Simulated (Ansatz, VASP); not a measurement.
Two plane-wave programs on ZnS

```xyz
4
Lattice="3.8065 0.0000 0.0000 -1.9033 3.2965 0.0000 0.0000 0.0000 6.4321" Properties=species:S:1:pos:R:3 pbc="T T T"
Zn    0.0000    2.1977    0.0163
Zn    1.9033    1.0988    3.2324
S     0.0000    2.1977    2.3958
S     1.9033    1.0988    5.6118
```

Change from the starting cell: strain along c alone, the other axes held, atoms relaxed: +3.0 %.

Alike in both runs: functional r2SCAN; k mesh 6 × 6 × 4; occupations gaussian, width 0.02 eV; no spin polarisation.

Ansatz relaxed the structure, and its values are those at the end. VASP's run is a single point on that final structure, the one shown.

```csv
,VASP,Ansatz
version,VASP 6.6.1,Ansatz 0.2.0
potentials or method,"VASP PAW PBE potentials, release 64 (Zn, S), cutoff 520 eV","scalar-relativistic, plane waves, PAW"
valence electrons in the cell,36,36
```

|  | VASP | Ansatz | Ansatz less VASP |
| --- | --- | --- | --- |
| gap on the k mesh at the Fermi level (eV) | 2.54 | 2.53 | -0.007 |
| least direct gap on the mesh (eV) | 2.54 | 2.53 | -0.007 |
| pressure (GPa) | -2.2 | -2.2 | -0.07 |

VASP's potentials were made for PBE, not for r2SCAN. With one functional, cell and mesh, what is left measures potentials, basis and numerics. Ansatz's warnings: stress scf threshold loose.
